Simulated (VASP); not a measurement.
# C (Fd-3m) in VASP: notebook

C is run at these levels: r2SCAN; tasks: single point.

Everything below comes from runs of VASP 6.6.1. Logs are shortened: lines on timing, memory, paths and dates and some standing lists are left out, and cuts for length are marked.

**1. The cell of the first run**

Symmetry: Fd-3m, No. 227, cubic system. The conventional cell has a = 3.542 Å, b = 3.542 Å, c = 3.542 Å, α = 90.00°, β = 90.00°, γ = 90.00°. Within 2.0 Å of C (site symmetry -43m) lie 4 C at 1.53 Å.

**2. Single point, r2SCAN**

The input, POSCAR:

```
C
1.0
    1.7711992530      1.7711992530      0.0000000000
   -1.7711992530      1.7711992530      0.0000000000
    0.0000000000      1.7711992530      1.7711992530
C
2
Direct
    0.5000000000      0.5000000000      0.0000000000
    0.7500000000      0.2500000000      0.5000000000
```

The input, INCAR.step1:

```
SYSTEM = C
PREC = Accurate ; ENCUT = 1430
ISMEAR = 0 ; SIGMA = 0.01
LREAL = .False. ; LASPH = .True.
NELM = 120 ; NBANDS = 11
GGA = PE ; ALGO = Normal
EDIFF = 1E-5 ; LWAVE = .True.
LCHARG = .False. ; GGA_COMPAT = .False.
```

The input, INCAR.step2:

```
SYSTEM = C
PREC = Accurate ; ENCUT = 1430
EDIFF = 1E-6 ; ISMEAR = 0
SIGMA = 0.01 ; LREAL = .False.
LASPH = .True. ; NELM = 120
ALGO = Normal ; ISIF = 2
LWAVE = .False. ; LCHARG = .False.
METAGGA = R2SCAN ; LMIXTAU = .True.
NBANDS = 11 ; ISTART = 1
GGA_COMPAT = .False.
```

The input, KPOINTS:

```
Automatic mesh
0
Gamma
  12 12 12
  0 0 0
```

Potentials or basis: VASP PAW PBE potentials, release 64 (C_h).

Launch:

```
> cat potpaw_PBE.64/C_h/POTCAR > POTCAR
> cp INCAR.step1 INCAR
> mpirun -np 1 vasp_std > vasp.out
> cp INCAR.step2 INCAR
> mpirun -np 1 vasp_std > vasp.out
```

OUTCAR:

```text
SYSTEM = C
   PREC = Accurate
   ENCUT = 1430
   EDIFF = 1E-6
   ISMEAR = 0
   LREAL = .False.
   LASPH = .True.
   NELM = 120
   ISIF = 2
   METAGGA = R2SCAN
   ISTART = 1

 ion  position               nearest neighbor table
   1  0.500  0.500  0.000-
   2  0.750  0.250  0.500-

  LATTYP: Found a face centered cubic cell.
 ALAT       =     3.5423985060

  Lattice vectors:

 A1 = (   0.0000000000,   1.7711992530,   1.7711992530)
 A2 = (   1.7711992530,   0.0000000000,   1.7711992530)
 A3 = (   1.7711992530,   1.7711992530,   0.0000000000)

Analysis of symmetry for initial positions (statically):
=====================================================================
 Subroutine PRICEL returns:
 Original cell was already a primitive cell.

 Routine SETGRP: Setting up the symmetry group for a
 face centered cubic supercell.

 Subroutine GETGRP returns: Found 48 space group operations
 (whereof 24 operations were pure point group operations)
 out of a pool of 48 trial point group operations.

The static configuration has the point symmetry T_d .
 The point group associated with its full space group is O_h .

Analysis of symmetry for dynamics (positions and initial velocities):
=====================================================================
 Subroutine PRICEL returns:
 Original cell was already a primitive cell.

 Routine SETGRP: Setting up the symmetry group for a
 face centered cubic supercell.

 Subroutine GETGRP returns: Found 48 space group operations
 (whereof 24 operations were pure point group operations)
 out of a pool of 48 trial point group operations.

The dynamic configuration has the point symmetry T_d .
 The point group associated with its full space group is O_h .

 Subroutine INISYM returns: Found 48 space group operations
 (whereof 24 operations are pure point group operations),
 and found     1 'primitive' translations

----------------------------------------------------------------------------------------

                                     Primitive cell

  volume of cell :      11.1130

  direct lattice vectors                    reciprocal lattice vectors
     1.771199253  1.771199253  0.000000000     0.282294609  0.282294609 -0.282294609
    -1.771199253  1.771199253  0.000000000    -0.282294609  0.282294609 -0.282294609
     0.000000000  1.771199253  1.771199253     0.000000000  0.000000000  0.564589217

  length of vectors
     2.504854005  2.504854005  2.504854005     0.488948605  0.488948605  0.564589217

  position of ions in fractional coordinates (direct lattice)
     0.500000000  0.500000000  0.000000000
     0.750000000  0.250000000  0.500000000

  ion indices of the primitive-cell ions
   primitive index   ion index
                 1           1
                 2           2

----------------------------------------------------------------------------------------

 KPOINTS: Automatic mesh

Automatic generation of k-mesh.
 Grid dimensions read from file:
 generate k-points for:   12   12   12

 Generating k-lattice:

  Cartesian coordinates                     Fractional coordinates (reciprocal lattice)
     0.023524551  0.023524551 -0.023524551     0.083333333  0.000000000  0.000000000
    -0.023524551  0.023524551 -0.023524551     0.000000000  0.083333333  0.000000000
     0.000000000  0.000000000  0.047049101     0.000000000  0.000000000  0.083333333

  Length of vectors
     0.040745717  0.040745717  0.047049101

  Shift w.r.t. Gamma in fractional coordinates (k-lattice)
     0.000000000  0.000000000  0.000000000

 Subroutine IBZKPT returns following result:
 ===========================================

 Found     72 irreducible k-points:

 Following reciprocal coordinates:
            Coordinates               Weight
  0.000000  0.000000  0.000000      1.000000
  0.083333  0.000000  0.000000      8.000000
  0.166667  0.000000  0.000000      8.000000
  0.250000  0.000000  0.000000      8.000000
  0.333333  0.000000  0.000000      8.000000
  0.416667  0.000000  0.000000      8.000000
[... 16 lines left out ...]
  0.500000  0.166667  0.000000     24.000000
 -0.416667  0.166667  0.000000     24.000000
 [... further k-points ...]
   k-points           NKPTS =     72   k-points in BZ     NKDIM =     72   number of bands    NBANDS=     11
   number of dos      NEDOS =    301   number of ions     NIONS =      2
   total plane-waves  NPLWV =  32768
   dimension x,y,z NGX =    32 NGY =   32 NGZ =   32
   dimension x,y,z NGXF=    64 NGYF=   64 NGZF=   64
   ions per type =               2
   NGX,Y,Z   is equivalent  to a cutoff of  21.24, 21.24, 21.24 a.u.
   NGXF,Y,Z  is equivalent  to a cutoff of  42.48, 42.48, 42.48 a.u.
 SYSTEM =  C
   PREC   = accura    normal or accurate (medium, high low for compatibility)
   ISTART =      1    job   : 0-new  1-cont  2-samecut
   ICHARG =      0    charge: 1-file 2-atom 10-const
   ISPIN  =      1    spin polarized calculation?
   LNONCOLLINEAR =      F non collinear calculations
   LSORBIT =      F    spin-orbit coupling
   LASPH  =      T    aspherical Exc in radial PAW
   ENCUT  = 1430.0 eV 105.10 Ry   10.25 a.u.   7.72  7.72  7.72*2*pi/ulx,y,z
   NELM   =    120;   NELMIN=  2; NELMDL=  0     # of ELM steps
   EDIFF  = 0.1E-05   stopping-criterion for ELM
   LREAL  =      F    real-space projection
   EDIFFG = 0.1E-04   stopping-criterion for IOM
   NSW    =      0    number of steps for IOM
   IBRION =     -1    ionic relax: 0-MD 1-quasi-New 2-CG
   NFREE  =      0    steps in history (QN), initial steepest desc. (CG)
   ISIF   =      2    stress and relaxation
   ISYM   =      2    0-nonsym 1-usesym 2-fastsym
   POTIM  = 0.5000    time-step for ionic-motion
   TEBEG  =    0.0;   TEEND  =   0.0 temperature during run
   PSTRESS=    0.0 pullay stress
   NELECT =       8.0000    total number of electrons
   NUPDOWN=      -1.0000    fix difference up-down
   EMIN   =  10.00;   EMAX   =-10.00  energy-range for DOS
   EFERMI =   0.00;   METHOD = LEGACY
   ISMEAR =     0;   SIGMA  =   0.01  broadening in eV -4-tet -1-fermi 0-gaus
   EFERMI_NEDOS =   21; number of points for ismear=-14 and -15
   IALGO  =     38    algorithm
   IMIX   =      4    mixing-type and parameters
     AMIX     =   0.40;   BMIX     =  1.00
     AMIX_MAG =   1.60;   BMIX_MAG =  1.00
  volume/ion in A,a.u.               =       5.56        37.50
  Fermi-wavevector in a.u.,A,eV,Ry     =   1.467216  2.772636 29.289574  2.152723
  Thomas-Fermi vector in A             =   2.582860
   LORBIT       =      0    0 simple, 1 ext, 2 COOP (PROOUT), +10 PAW based schemes
   METAGGA = R2SCAN    functional components
   LHFCALC =     F    Hartree Fock is set to
   AEXX    =    0.0000 exact exchange contribution
   IVDW    =     0    specifies the selected vdW correction
   LEPSILON=     F    determine dielectric tensor
   LRPA    =     F    only Hartree local field effects (RPA)
 non-spin polarized calculation
 Gauss-broadening in eV      SIGMA  =   0.01
  energy-cutoff  :     1430.00
  volume of cell :       11.11
 maximum number of plane-waves:      1384
   NGX = 15   NGY = 15   NGZ = 15

 number of electron       8.0000000 magnetization

 Free energy of the ion-electron system (eV)
  ---------------------------------------------------
  ext. energy  EPLUGINS =         0.00000000
  ---------------------------------------------------
  free energy    TOTEN  =       -19.71938775 eV

  energy without entropy =      -19.71938775  energy(sigma->0) =      -19.71938775

 E-fermi :  11.3878     XC(G=0): -14.3826

 val. band max:       11.2327937115   @ k =   0.0000   0.0000   0.0000
 cond. band min:      15.6565854477   @ k =  -0.3333   0.3333   0.0000
 fundamental gap:      4.4237917362
 Fermi energy:        11.3877518266

 k-point     1 :       0.0000    0.0000    0.0000
  band No.  band energies     occupation
      1     -11.7215      2.00000
      2      11.2328      2.00000
      3      11.2328      2.00000
      4      11.2328      2.00000
      5      17.1703      0.00000
      6      17.1703      0.00000
      7      17.1703      0.00000
      8      25.5824      0.00000
      9      31.9181      0.00000
     10      38.8131      0.00000
     11      38.8131      0.00000

 k-point     2 :       0.0833    0.0000    0.0000
  band No.  band energies     occupation
      1     -11.5179      2.00000
      2       9.9020      2.00000
      3      10.8824      2.00000
      4      10.8824      2.00000
      5      17.6309      0.00000
      6      17.6309      0.00000
      7      17.9572      0.00000
      8      25.7699      0.00000
      9      32.2656      0.00000
     10      36.7512      0.00000
     11      36.7512      0.00000

 k-point     3 :       0.1667    0.0000    0.0000
  band No.  band energies     occupation
      1     -10.9097      2.00000
      2       7.1782      2.00000
      3      10.1244      2.00000
      4      10.1244      2.00000
      5      18.6281      0.00000
      6      18.6281      0.00000
      7      19.1423      0.00000
      8      26.3068      0.00000
      9      32.9888      0.00000
     10      35.0908      0.00000
     11      35.0908      0.00000

 k-point     4 :       0.2500    0.0000    0.0000
  band No.  band energies     occupation
      1      -9.9062      2.00000
      2       4.1442      2.00000
      3       9.3452      2.00000
      4       9.3452      2.00000
      5      19.5493      0.00000
      6      19.5493      0.00000
      7      19.9458      0.00000
      8      27.0488      0.00000
      9      33.4294      0.00000
     10      34.6876      0.00000
     11      34.6876      0.00000
[... 239 lines left out ...]
 k-point    22 :       0.4167    0.1667    0.0000
  band No.  band energies     occupation
      1      -5.2111      2.00000
      2      -2.1468      2.00000
      3       5.3420      2.00000
      4       7.3647      2.00000
      5      19.2604      0.00000
      6      22.1709      0.00000
      7      23.2501      0.00000
      8      27.9151      0.00000
      9      32.0343      0.00000
     10      36.7282      0.00000
     11      37.6583      0.00000

 k-point    23 :       0.5000    0.1667    0.0000
  band No.  band energies     occupation
      1      -5.6516      2.00000
      2      -1.6142      2.00000
      3       5.8615      2.00000
      4       6.9585      2.00000
      5      18.7913      0.00000
      6      22.7058      0.00000
      7      23.2765      0.00000
      8      26.6001      0.00000
      9      32.8145      0.00000
     10      36.8414      0.00000
     11      39.3740      0.00000

 k-point    24 :      -0.4167    0.1667    0.0000
  band No.  band energies     occupation
      1      -7.3084      2.00000
      2       0.7476      2.00000
      3       6.6292      2.00000
      4       6.8648      2.00000
      5      18.3444      0.00000
      6      23.0169      0.00000
      7      23.1601      0.00000
      8      24.8202      0.00000
      9      33.8336      0.00000
     10      35.3115      0.00000
     11      40.1659      0.00000

 [... further k-points ...]

------------------------ aborting loop because EDIFF is reached ----------------------------------------

  FORCE on cell =-STRESS in cart. coord.  units (eV):
  Direction    XX          YY          ZZ          XY          YZ          ZX
  --------------------------------------------------------------------------------------
  -------------------------------------------------------------------------------------
  Total        0.4406629      0.4406629      0.4406629      0.0000000     -0.0000000     -0.0000000
  in kB       63.5308775     63.5308775     63.5308775      0.0000000     -0.0000000     -0.0000000
  external PRESSURE =      63.5308775 kB  Pullay stress =       0.0000000 kB

 VOLUME and BASIS-vectors are now :
 -----------------------------------------------------------------------------
  energy-cutoff  :     1430.00
  volume of cell :       11.11
      direct lattice vectors                 reciprocal lattice vectors
     1.771199253  1.771199253  0.000000000     0.282294609  0.282294609 -0.282294609
    -1.771199253  1.771199253  0.000000000    -0.282294609  0.282294609 -0.282294609
     0.000000000  1.771199253  1.771199253     0.000000000  0.000000000  0.564589217

 POSITION                                       TOTAL-FORCE (eV/Angst)
 -----------------------------------------------------------------------------------
      0.00000      1.77120      0.00000         0.000000      0.000000     -0.000000
      0.88560      2.65680      0.88560        -0.000000     -0.000000      0.000000
 -----------------------------------------------------------------------------------
    total drift:                                0.000000     -0.000000      0.000000

  FREE ENERGIE OF THE ION-ELECTRON SYSTEM (eV)
  ---------------------------------------------------
  free  energy   TOTEN  =       -19.7193877465 eV

  energy  without entropy=      -19.7193877465  energy(sigma->0) =      -19.71938775
```

Wall time 70 s (1 thread of Intel Xeon Platinum 8559C (Emerald Rapids), shared host); peak memory 0.19 GiB.

What came out:

```
Free energy            : -19.7194 eV
Pressure               : 6.4 GPa
Band gap on the k mesh : 4.42 eV (least direct gap 5.94 eV)
```

Levels at points of the mesh, in eV from the valence-band top:
```
           k point  band 2  band 3  band 4  band 5  band 6  band 7
(0.00, 0.00, 0.00)    0.00    0.00    0.00    5.94    5.94    5.94
(0.50, 0.00, 0.00)  -14.26   -3.02   -3.02    9.00    9.00    9.45
(0.50, 0.50, 0.00)  -13.72   -6.77   -6.77    5.07    5.07   18.25
```

Caveat: the cell stands under pressure; the PAW data sets were made with another functional, which shifts forces and pressure a little. A k mesh can miss the band edges.

(Continued in part 2 of 2.)
